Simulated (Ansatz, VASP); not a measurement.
**Ge: VASP beside Ansatz**

INCAR

```
SYSTEM = Ge
PREC     = Accurate       ! precision mode
ENCUT    = 520            ! plane-wave cutoff, eV
EDIFF    = 1E-6           ! SCF threshold, eV
ISMEAR   = -1             ! smearing method
SIGMA    = 0.1            ! smearing width, eV
LREAL    = .FALSE.        ! projectors in reciprocal space
LASPH    = .TRUE.         ! aspherical terms in the spheres
NELM     = 100            ! most SCF steps
ALGO     = Normal         ! electronic algorithm
ISIF     = 2              ! what is computed and relaxed
LWAVE    = .FALSE.        ! write WAVECAR
LCHARG   = .TRUE.         ! write CHGCAR
GGA      = RP             ! functional
LELF     = .TRUE.         ! ELF
LVHAR    = .TRUE.       
NBANDS   = 21             ! bands
```

Contents of KPOINTS:

```
regular mesh
0
G
  14 14 10
  0 0 0
```

File POSCAR:

```
Ge
1.0
   -2.5385412451      2.5416029339      1.4041937663
    2.5416029339     -2.5385412451      1.4041937663
    2.5523303718      2.5523303718     -1.3985862776
Ge
2
Direct
    0.9997552703      0.0002447297      0.0000000000
    0.7502447297      0.2497552703      0.5000000000
```

Input for Ansatz:

```yaml
crystal:
  lattice:
    - [-2.5385412451, 2.5416029339, 1.4041937663]
    - [2.5416029339, -2.5385412451, 1.4041937663]
    - [2.5523303718, 2.5523303718, -1.3985862776]
  atoms:
    - { symbol: Ge, position: [0.9997552703, 0.0002447297, 0.0] }
    - { symbol: Ge, position: [0.7502447297, 0.2497552703, 0.5] }
hamiltonian:
  xc: rpbe
  pseudopotentials:
    kind: paw
    azcp:
      Ge: "pseudopotentials/Ge.paw.azcp"
basis:
  ecutwfc: 420
  fft_grid_basis: typed
kpoints:
  mp_grid: { grid: [14, 14, 10], shift: [0, 0, 0] }
magnetization:
  spin_polarized: false
scf:
  occupations: { method: fermi_dirac, width: 0.1 }
  lower_state_search: "off"
output:
  stress: true
```

Alike in both runs: task single point; functional RPBE; k mesh 14 × 14 × 10; occupations fermi-dirac, width 0.1 eV; no spin polarisation.

|  | VASP | Ansatz |
| --- | --- | --- |
| version | VASP 6.6.1 | Ansatz 0.2.0 |
| potentials or method | VASP PAW PBE potentials, release 64 (Ge_d), cutoff 520 eV | plane waves (420 eV) with PAW, scalar-relativistic |
| valence electrons in the cell | 28 | 28 |

Ansatz gave:

- pressure (GPa): 6.3
- traceless stress, the component that is largest in VASP (GPa): -0.41

Problem. Estimate VASP's values.

Solution. Pressure (GPa): 6.1; traceless stress, the component that is largest in VASP (GPa): -0.41.

VASP's potentials were made for PBE, not for RPBE.
